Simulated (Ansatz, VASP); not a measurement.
This is a calculation of Ir for Ansatz 0.2.0.

input.yaml

```yaml
crystal:
  lattice:
    - [2.7141925539, 0.0, 0.0]
    - [-1.3570962769, 2.3505597024, 0.0]
    - [0.0, 0.0, 4.4019813909]
  atoms:
    - { symbol: Ir, position: [0.3333333333, 0.6666666667, 0.25] }
    - { symbol: Ir, position: [0.6666666667, 0.3333333333, 0.75] }
hamiltonian:
  xc: r2scan
  pseudopotentials: { kind: paw }
kpoints:
  mp_grid: { grid: [11, 11, 6] }
scf:
  occupations: { method: fermi_dirac, width: 0.05 }
output:
  forces: true
  stress: true
  eigenvalues: true
```

Potentials or basis: Ansatz PAW.

Launch:

```sh
$ ansatz run input.yaml --threads 1 --pin off --max-ram 3584MiB --backend cpu --events-out ev --progress --plain --runs-dir out
```

**Question.** Translate it to VASP 6.6.1. Potentials there: VASP PAW PBE potentials, release 64 (Ir_sv_GW).

**Answer.** As run (the cutoff follows the program's own potentials):

Contents of POSCAR:

```
Ir
1.0
    2.7141925539      0.0000000000      0.0000000000
   -1.3570962769      2.3505597024      0.0000000000
    0.0000000000      0.0000000000      4.4019813909
Ir
2
Direct
    0.3333333333      0.6666666667      0.2500000000
    0.6666666667      0.3333333333      0.7500000000
```

INCAR.step1

```
PREC     = Accurate       # precision mode
ENCUT    = 550            # plane-wave cutoff, eV
ISMEAR   = -1             # smearing method
SIGMA    = 0.05           # smearing width, eV
LREAL    = F              # projectors in reciprocal space
LASPH    = T              # aspherical terms in the spheres
NELM     = 120            # most SCF steps
NBANDS   = 24             # bands
GGA      = PE             # functional
ALGO     = Normal         # electronic algorithm
EDIFF    = 1E-5           # SCF threshold, eV
LWAVE    = T              # write WAVECAR
LCHARG   = F              # write CHGCAR
GGA_COMPAT= F
```

Contents of INCAR.step2:

```
PREC     = Accurate       # precision mode
ENCUT    = 550            # plane-wave cutoff, eV
EDIFF    = 1E-6           # SCF threshold, eV
ISMEAR   = -1             # smearing method
SIGMA    = 0.05           # smearing width, eV
LREAL    = F              # projectors in reciprocal space
LASPH    = T              # aspherical terms in the spheres
NELM     = 120            # most SCF steps
ALGO     = Normal         # electronic algorithm
ISIF     = 2              # what is computed and relaxed
LWAVE    = F              # write WAVECAR
LCHARG   = F              # write CHGCAR
METAGGA  = R2SCAN         # meta-GGA
LMIXTAU  = T            
NBANDS   = 24             # bands
ISTART   = 1            
GGA_COMPAT= F
```

File KPOINTS:

```
regular mesh
0
Gamma
  11 11 6
```

Potentials or basis: VASP PAW PBE potentials, release 64 (Ir_sv_GW).

Command:

```console
$ cat potpaw_PBE.64/Ir_sv_GW/POTCAR > POTCAR
$ cp INCAR.step1 INCAR
$ mpirun -np 1 vasp_std > vasp.out
$ cp INCAR.step2 INCAR
$ mpirun -np 1 vasp_std > vasp.out
```

Both were run:

|  | VASP | Ansatz | Ansatz less VASP |
| --- | --- | --- | --- |
| gap on the k mesh at the Fermi level (eV) | none | none | - |
| pressure (GPa) | 4.1 | 6.3 | +2.20 |
| traceless stress, the component that is largest in VASP (GPa) | -0.18 | -0.16 | +0.014 |

VASP's potentials were made for PBE, not for r2SCAN. A gap of «none» marks a metal or a gap that the smearing closes.

Spin-orbit coupling is off throughout.
